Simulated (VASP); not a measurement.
# BN (P6_3/mmc) in VASP: further runs, part 2 of 3

VASP 6.6.1. Earlier steps stand in the parts before.

## (4) Electric field gradients, PBEsol (equal xx and yy strain of +3 %)

Contents of INCAR:

```
PREC     = Accurate       # precision mode
ENCUT    = 520            # plane-wave cutoff, eV
EDIFF    = 1E-8           # SCF threshold, eV
ISMEAR   = -1             # smearing method
SIGMA    = 0.02           # smearing width, eV
LREAL    = False          # projectors in reciprocal space
LASPH    = True           # aspherical terms in the spheres
NELM     = 80             # most SCF steps
ALGO     = Normal         # electronic algorithm
ISIF     = 2              # what is computed and relaxed
LWAVE    = False          # write WAVECAR
LCHARG   = False          # write CHGCAR
GGA      = PS             # functional
LEFG     = True         
NBANDS   = 16             # bands
```

Contents of KPOINTS:

```
Automatic mesh
0
Gamma
  11 11 4
```

Contents of POSCAR:

```
BN
1.0
    2.5791114554      0.0000000000      0.0000000000
   -1.2895557278      2.2335760396      0.0000000000
    0.0000000000      0.0000000000      6.6612000000
B N
2 2
Direct
    0.3333333333      0.6666666667      0.2500000000
    0.6666666667      0.3333333333      0.7500000000
    0.3333333333      0.6666666667      0.7500000000
    0.6666666667      0.3333333333      0.2500000000
```

Potentials or basis: VASP PAW PBE potentials, release 64 (B, N).

Run with:

```bash
$ cat potpaw_PBE.64/B/POTCAR potpaw_PBE.64/N/POTCAR > POTCAR
$ mpirun -np 1 vasp_std > vasp.out
```

OUTCAR:

```text
PREC = Accurate
   ENCUT = 520
   EDIFF = 1E-8
   ISMEAR = -1
   LREAL = False
   LASPH = True
   NELM = 80
   ISIF = 2
   GGA = PS

 ion  position               nearest neighbor table
   1  0.333  0.667  0.250-   4 1.49   4 1.49   4 1.49
   2  0.667  0.333  0.750-   3 1.49   3 1.49   3 1.49
   3  0.333  0.667  0.750-   2 1.49   2 1.49   2 1.49
   4  0.667  0.333  0.250-   1 1.49   1 1.49   1 1.49

  LATTYP: Found a hexagonal cell.
 ALAT       =     2.5791114554
 C/A-ratio  =     2.5827499568

  Lattice vectors:

 A1 = (   2.5791114554,   0.0000000000,   0.0000000000)
 A2 = (  -1.2895557278,   2.2335760396,   0.0000000000)
 A3 = (   0.0000000000,   0.0000000000,   6.6612000000)

Analysis of symmetry for initial positions (statically):
=====================================================================
 Subroutine PRICEL returns:
 Original cell was already a primitive cell.

 Routine SETGRP: Setting up the symmetry group for a
 hexagonal supercell.

 Subroutine GETGRP returns: Found 24 space group operations
[... 657 lines left out ...]
     -0.00000      1.48905      1.66530         0.000000      0.000000      0.000000
      1.28956      0.74453      4.99590        -0.000000      0.000000      0.000000
     -0.00000      1.48905      4.99590        -0.000000      0.000000      0.000000
      1.28956      0.74453      1.66530         0.000000     -0.000000      0.000000
 -----------------------------------------------------------------------------------
    total drift:                                0.000000     -0.000000      0.000000

  FREE ENERGIE OF THE ION-ELECTRON SYSTEM (eV)
  ---------------------------------------------------
  free  energy   TOTEN  =       -36.3746998392 eV

  energy  without entropy=      -36.3746998392  energy(sigma->0) =      -36.37469984

 Electric field gradients (V/A^2)
---------------------------------------------------------------------
 ion       V_xx      V_yy      V_zz      V_xy      V_xz      V_yz
---------------------------------------------------------------------
   1     -16.318   -16.318    32.636     0.000    -0.000     0.000
   2     -16.318   -16.318    32.636     0.000     0.000    -0.000
   3       2.660     2.658    -5.318    -0.001     0.000    -0.000
   4       2.660     2.658    -5.318    -0.001    -0.000     0.000
---------------------------------------------------------------------

 Electric field gradients after diagonalization (V/A^2)
 (convention: |V_zz| > |V_xx| > |V_yy|)
----------------------------------------------------------------------
 ion       V_xx      V_yy      V_zz     asymmetry (V_yy - V_xx)/ V_zz
----------------------------------------------------------------------
   1     -16.318   -16.318    32.636       0.000
   2     -16.318   -16.318    32.636       0.000
   3       2.661     2.658    -5.318       0.001
   4       2.661     2.658    -5.318       0.001
----------------------------------------------------------------------

           NMR quadrupolar parameters

 Cq : quadrupolar parameter    Cq=e*Q*V_zz/h
 eta: asymmetry parameters     (V_yy - V_xx)/ V_zz
 Q  : nuclear electric quadrupole moment in mb (millibarn)
----------------------------------------------------------------------
 ion       Cq(MHz)       eta       Q (mb)
----------------------------------------------------------------------
   1       0.079       0.000       1.000
   2       0.079       0.000       1.000
   3      -0.013       0.001       1.000
   4      -0.013       0.001       1.000
----------------------------------------------------------------------
```

OSZICAR:

```text
N       E                     dE             d eps       ncg     rms          rms(c)
DAV:   1     0.476406411519E+02    0.47641E+02   -0.78610E+03  1536   0.920E+02
DAV:   2    -0.358162580511E+02   -0.83457E+02   -0.75061E+02  2192   0.211E+02
DAV:   3    -0.392475963717E+02   -0.34313E+01   -0.34123E+01  2024   0.425E+01
DAV:   4    -0.392696378244E+02   -0.22041E-01   -0.22039E-01  1904   0.385E+00
DAV:   5    -0.392698358849E+02   -0.19806E-03   -0.19806E-03  1944   0.352E-01    0.103E+01
DAV:   6    -0.366459797993E+02    0.26239E+01   -0.45311E+00  1968   0.161E+01    0.460E+00
DAV:   7    -0.364493775161E+02    0.19660E+00   -0.40928E-01  2072   0.472E+00    0.293E+00
DAV:   8    -0.363789485225E+02    0.70429E-01   -0.19454E-01  2032   0.287E+00    0.469E-01
DAV:   9    -0.363740692291E+02    0.48793E-02   -0.13146E-02  1744   0.916E-01    0.155E-01
DAV:  10    -0.363746240446E+02   -0.55482E-03   -0.11046E-03  1904   0.244E-01    0.304E-02
DAV:  11    -0.363746947792E+02   -0.70735E-04   -0.61164E-05  1896   0.618E-02    0.173E-02
DAV:  12    -0.363746996450E+02   -0.48658E-05   -0.16217E-05  1784   0.278E-02    0.202E-03
DAV:  13    -0.363746997851E+02   -0.14011E-06   -0.40867E-07  2048   0.475E-03    0.761E-04
DAV:  14    -0.363746998396E+02   -0.54453E-07   -0.83092E-08  1680   0.181E-03    0.255E-04
DAV:  15    -0.363746998392E+02    0.32867E-09   -0.54139E-10  1608   0.202E-04
   1 F= -.36374700E+02 E0= -.36374700E+02  d E =-.302652E-12
```

stdout:

```text
POSCAR found type information on POSCAR B N
 POSCAR found :  2 types and       4 ions
 scaLAPACK will be used
 -----------------------------------------------------------------------------
|                                                                             |
|                                                                             |
|     You enforced a specific xc type in the INCAR file but a different       |
|     I HOPE YOU KNOW WHAT YOU ARE DOING!                                     |
|                                                                             |
 -----------------------------------------------------------------------------

 LDA part: xc-table for (Slater+PW92), standard interpolation
 POSCAR, INCAR and KPOINTS ok, starting setup
 FFT: planning ... GRIDC
 FFT: planning ... GRID_SOFT
 FFT: planning ... GRID
 WAVECAR not read
 entering main loop
ion   1

ion   2

ion   3

ion   4
```

Wall time 13 s (1 thread of Intel Xeon 6975P-C (Granite Rapids), shared host); peak memory 0.15 GiB.

Results:

```
Free energy            : -36.3747 eV
Pressure               : -18.1 GPa
Band gap on the k mesh : 4.08 eV, indirect (least direct gap 4.38 eV)
```

Stress tensor (GPa, compression positive):
```
-27.36   0.00   0.00
  0.00 -27.36   0.00
  0.00   0.00   0.52
```

Electric field gradients, principal values (V/Å²):
| atom | least | middle | greatest (by size) |
| --- | --- | --- | --- |
| 1 B | -16.318 | -16.318 | 32.636 |
| 2 B | -16.318 | -16.318 | 32.636 |
| 3 N | 2.658 | 2.661 | -5.318 |
| 4 N | 2.658 | 2.661 | -5.318 |

Caveat: the cell differs from its parent crystal (equal xx and yy strain of +3 %); without QUAD_EFG the Cq values of the log hold for a quadrupole moment of 1 mb, not for the nuclei; the PAW data sets were made with another functional, which shifts forces and pressure a little; this functional lacks dispersion, which binds the layers, so the pressure and a relaxed spacing across them are unreliable. A k mesh can miss the band edges.

## (5) Electric field gradients, PBEsol (equal xx and yy strain of -3 %)

Contents of INCAR:

```
  PREC = Accurate
  ENCUT = 520
  EDIFF = 1E-8
  ISMEAR = -1
  SIGMA = 0.02
  LREAL = F
  LASPH = T
  NELM = 100
  ALGO = Normal
  ISIF = 2
  LWAVE = F
  LCHARG = F
  GGA = PS
  LEFG = T
  NBANDS = 16
```

Contents of KPOINTS:

```
regular mesh
0
Gamma
  11 11 4
```

POSCAR: that of step 4 with these lines changed.

```diff
@@ -2,4 +2,4 @@
 1.0
-    2.5791114554      0.0000000000      0.0000000000
-   -1.2895557278      2.2335760396      0.0000000000
+    2.4288719532      0.0000000000      0.0000000000
+   -1.2144359766      2.1034648140      0.0000000000
     0.0000000000      0.0000000000      6.6612000000
```

Potentials or basis: VASP PAW PBE potentials, release 64 (B, N).

Run with:

```bash
$ cat potpaw_PBE.64/B/POTCAR potpaw_PBE.64/N/POTCAR > POTCAR
$ mpirun -np 1 vasp_std > vasp.out
```

OUTCAR:

```text
PREC = Accurate
   ENCUT = 520
   EDIFF = 1E-8
   ISMEAR = -1
   LREAL = F
   LASPH = T
   NELM = 100
   ISIF = 2
   GGA = PS

 ion  position               nearest neighbor table
   1  0.333  0.667  0.250-   4 1.40   4 1.40   4 1.40
   2  0.667  0.333  0.750-   3 1.40   3 1.40   3 1.40
   3  0.333  0.667  0.750-   2 1.40   2 1.40   2 1.40
   4  0.667  0.333  0.250-   1 1.40   1 1.40   1 1.40

  LATTYP: Found a hexagonal cell.
 ALAT       =     2.4288719532
 C/A-ratio  =     2.7425076860

  Lattice vectors:

 A1 = (   2.4288719532,   0.0000000000,   0.0000000000)
 A2 = (  -1.2144359766,   2.1034648140,   0.0000000000)
 A3 = (   0.0000000000,   0.0000000000,   6.6612000000)

Analysis of symmetry for initial positions (statically):
=====================================================================
 Subroutine PRICEL returns:
 Original cell was already a primitive cell.

 Routine SETGRP: Setting up the symmetry group for a
 hexagonal supercell.

 Subroutine GETGRP returns: Found 24 space group operations
 (whereof 12 operations were pure point group operations)
 out of a pool of 24 trial point group operations.

The static configuration has the point symmetry D_3d.
 The point group associated with its full space group is D_6h.

Analysis of symmetry for dynamics (positions and initial velocities):
=====================================================================
 Subroutine PRICEL returns:
 Original cell was already a primitive cell.

 Routine SETGRP: Setting up the symmetry group for a
 hexagonal supercell.

 Subroutine GETGRP returns: Found 24 space group operations
 (whereof 12 operations were pure point group operations)
 out of a pool of 24 trial point group operations.

The dynamic configuration has the point symmetry D_3d.
 The point group associated with its full space group is D_6h.

 Subroutine INISYM returns: Found 24 space group operations
 (whereof 12 operations are pure point group operations),
 and found     1 'primitive' translations

----------------------------------------------------------------------------------------

                                     Primitive cell

  volume of cell :      34.0324

  direct lattice vectors                    reciprocal lattice vectors
     2.428871953  0.000000000  0.000000000     0.411713758  0.237703049  0.000000000
    -1.214435977  2.103464814  0.000000000     0.000000000  0.475406098  0.000000000
     0.000000000  0.000000000  6.661200000     0.000000000  0.000000000  0.150123101

  length of vectors
     2.428871953  2.428871953  6.661200000     0.475406098  0.475406098  0.150123101

  position of ions in fractional coordinates (direct lattice)
     0.333333333  0.666666667  0.250000000
     0.666666667  0.333333333  0.750000000
     0.333333333  0.666666667  0.750000000
     0.666666667  0.333333333  0.250000000

  ion indices of the primitive-cell ions
   primitive index   ion index
[... 85 lines left out ...]
   TEBEG  =    0.0;   TEEND  =   0.0 temperature during run
   PSTRESS=    0.0 pullay stress
   NELECT =      16.0000    total number of electrons
   NUPDOWN=      -1.0000    fix difference up-down
   EMIN   =  10.00;   EMAX   =-10.00  energy-range for DOS
   EFERMI =   0.00;   METHOD = LEGACY
   ISMEAR =    -1;   SIGMA  =   0.02  broadening in eV -4-tet -1-fermi 0-gaus
   EFERMI_NEDOS =   21; number of points for ismear=-14 and -15
   IALGO  =     38    algorithm
   IMIX   =      4    mixing-type and parameters
     AMIX     =   0.40;   BMIX     =  1.00
     AMIX_MAG =   1.60;   BMIX_MAG =  1.00
  volume/ion in A,a.u.               =       8.51        57.42
  Fermi-wavevector in a.u.,A,eV,Ry     =   1.272968  2.405560 22.047516  1.620447
  Thomas-Fermi vector in A             =   2.405817
   LORBIT       =      0    0 simple, 1 ext, 2 COOP (PROOUT), +10 PAW based schemes
   GGA     = PS    functional components
   LHFCALC =     F    Hartree Fock is set to
   AEXX    =    0.0000 exact exchange contribution
   IVDW    =     0    specifies the selected vdW correction
   LEPSILON=     F    determine dielectric tensor
   LRPA    =     F    only Hartree local field effects (RPA)
 non-spin polarized calculation
  energy-cutoff  :      520.00
  volume of cell :       34.03
 maximum number of plane-waves:       936
 NGX is ok and might be reduce to    18
   NGX =  9   NGY =  9   NGZ = 25

 number of electron      16.0000004 magnetization

 Free energy of the ion-electron system (eV)
  ---------------------------------------------------
  ext. energy  EPLUGINS =         0.00000000
  ---------------------------------------------------
  free energy    TOTEN  =       -36.31621669 eV

  energy without entropy =      -36.31621669  energy(sigma->0) =      -36.31621669

 E-fermi :   3.0936     XC(G=0): -10.4687

 val. band max:        2.5870016908   @ k =   0.3636   0.2727   0.0000
 cond. band min:       6.9736734728   @ k =   0.4545   0.0909   0.0000
 fundamental gap:      4.3866717819
 Fermi energy:         3.0935945225

 k-point     1 :       0.0000    0.0000    0.0000
  band No.  band energies     occupation
      1     -15.7441      2.00000
      2     -15.4567      2.00000
      3      -4.1834      2.00000
      4      -2.1028      2.00000
      5       1.3773      2.00000
      6       1.3773      2.00000
[... 433 lines left out ...]
      3      -2.3553      2.00000
      4      -2.1580      2.00000
      5      -2.1138      2.00000
      6      -0.9586      2.00000
[... 8 lines left out ...]
     15      18.3779      0.00000
     16      18.6197      0.00000

 [... further k-points ...]
[... 5 lines left out ...]
  --------------------------------------------------------------------------------------
  -------------------------------------------------------------------------------------
  Total        8.1418876      8.1418876      0.1726511      0.0000000     -0.0000000      0.0000000
  in kB      383.3039894    383.3039894      8.1280726      0.0000000     -0.0000000      0.0000000
  external PRESSURE =     258.2453505 kB  Pullay stress =       0.0000000 kB

 VOLUME and BASIS-vectors are now :
 -----------------------------------------------------------------------------
  energy-cutoff  :      520.00
  volume of cell :       34.03
      direct lattice vectors                 reciprocal lattice vectors
     2.428871953  0.000000000  0.000000000     0.411713758  0.237703049  0.000000000
    -1.214435977  2.103464814  0.000000000     0.000000000  0.475406098  0.000000000
     0.000000000  0.000000000  6.661200000     0.000000000  0.000000000  0.150123101

 POSITION                                       TOTAL-FORCE (eV/Angst)
 -----------------------------------------------------------------------------------
     -0.00000      1.40231      1.66530         0.000000     -0.000000      0.000000
      1.21444      0.70115      4.99590        -0.000000      0.000000      0.000000
     -0.00000      1.40231      4.99590         0.000000     -0.000000      0.000000
      1.21444      0.70115      1.66530         0.000000      0.000000      0.000000
 -----------------------------------------------------------------------------------
    total drift:                               -0.000000      0.000000      0.000000

  FREE ENERGIE OF THE ION-ELECTRON SYSTEM (eV)
  ---------------------------------------------------
  free  energy   TOTEN  =       -36.3162166940 eV

  energy  without entropy=      -36.3162166940  energy(sigma->0) =      -36.31621669

 Electric field gradients (V/A^2)
---------------------------------------------------------------------
 ion       V_xx      V_yy      V_zz      V_xy      V_xz      V_yz
---------------------------------------------------------------------
   1     -18.366   -18.366    36.733     0.000    -0.000     0.000
   2     -18.366   -18.366    36.733     0.000     0.000    -0.000
   3      -7.004    -7.006    14.009    -0.002    -0.000     0.000
   4      -7.004    -7.006    14.009    -0.002     0.000    -0.000
---------------------------------------------------------------------

 Electric field gradients after diagonalization (V/A^2)
 (convention: |V_zz| > |V_xx| > |V_yy|)
----------------------------------------------------------------------
 ion       V_xx      V_yy      V_zz     asymmetry (V_yy - V_xx)/ V_zz
----------------------------------------------------------------------
   1     -18.367   -18.366    36.733       0.000
   2     -18.367   -18.366    36.733       0.000
   3      -7.007    -7.003    14.009       0.000
   4      -7.007    -7.003    14.009       0.000
----------------------------------------------------------------------

           NMR quadrupolar parameters

 Cq : quadrupolar parameter    Cq=e*Q*V_zz/h
 eta: asymmetry parameters     (V_yy - V_xx)/ V_zz
 Q  : nuclear electric quadrupole moment in mb (millibarn)
----------------------------------------------------------------------
 ion       Cq(MHz)       eta       Q (mb)
----------------------------------------------------------------------
   1       0.089       0.000       1.000
   2       0.089       0.000       1.000
   3       0.034       0.000       1.000
   4       0.034       0.000       1.000
----------------------------------------------------------------------
```

Run time: 38 s. Hardware: 1 thread of Intel Xeon 8259CL, shared host; peak memory 0.15 GiB.

What came out:

```
Free energy            : -36.3162 eV
Pressure               : 25.8 GPa
Band gap on the k mesh : 4.39 eV, indirect (least direct gap 4.83 eV)
```

Levels at points of the mesh, in eV from the valence-band top:
```tsv
k point	band 6	band 7	band 8	band 9	band 10	band 11
(0.00, 0.00, 0.00)	-1.21	-1.18	-1.18	4.96	10.36	12.27
(0.00, 0.00, 0.50)	-1.19	-1.19	-1.19	7.43	7.43	12.32
```

Electric field gradients, principal values (V/Å²):
| atom | least | middle | greatest (by size) |
| --- | --- | --- | --- |
| 1 B | -18.366 | -18.367 | 36.733 |
| 2 B | -18.366 | -18.367 | 36.733 |
| 3 N | -7.003 | -7.007 | 14.009 |
| 4 N | -7.003 | -7.007 | 14.009 |

Caveat: the cell differs from its parent crystal (equal xx and yy strain of -3 %); without QUAD_EFG the Cq values of the log hold for a quadrupole moment of 1 mb, not for the nuclei; the PAW data sets were made with another functional, which shifts forces and pressure a little; this functional lacks dispersion, which binds the layers, so the pressure and a relaxed spacing across them are unreliable. A k mesh can miss the band edges.

[end of part 2 of 3]
